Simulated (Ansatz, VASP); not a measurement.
**Two plane-wave programs on Ga2O3**

```
Ga O
1.0
     2.52898    1.46010    4.54131
    -2.52898    1.46010    4.54131
     0.00000   -2.92021    4.54131
Ga O
4 6
Direct
  0.85568 0.85568 0.85568
  0.64432 0.64432 0.64432
  0.14432 0.14432 0.14432
  0.35568 0.35568 0.35568
  0.75000 0.44631 0.05369
  0.44631 0.05369 0.75000
  0.05369 0.75000 0.44631
  0.25000 0.55369 0.94631
  0.94631 0.25000 0.55369
  0.55369 0.94631 0.25000
```

Alike in both runs: task single point; functional PBE; k mesh 4 × 4 × 4; occupations fermi-dirac, width 0.01 eV; no spin polarisation.

```csv
,VASP,Ansatz
version,VASP 6.6.1,Ansatz 0.2.0
potentials or method,"VASP PAW PBE potentials, release 64 (Ga_d, O), cutoff 600 eV",plane-wave PAW DFT
valence electrons in the cell,88,88
```

Ansatz gave:

- gap on the k mesh at the Fermi level (eV): 2.44

Estimate VASP's values.

gap on the k mesh at the Fermi level (eV): 2.43.
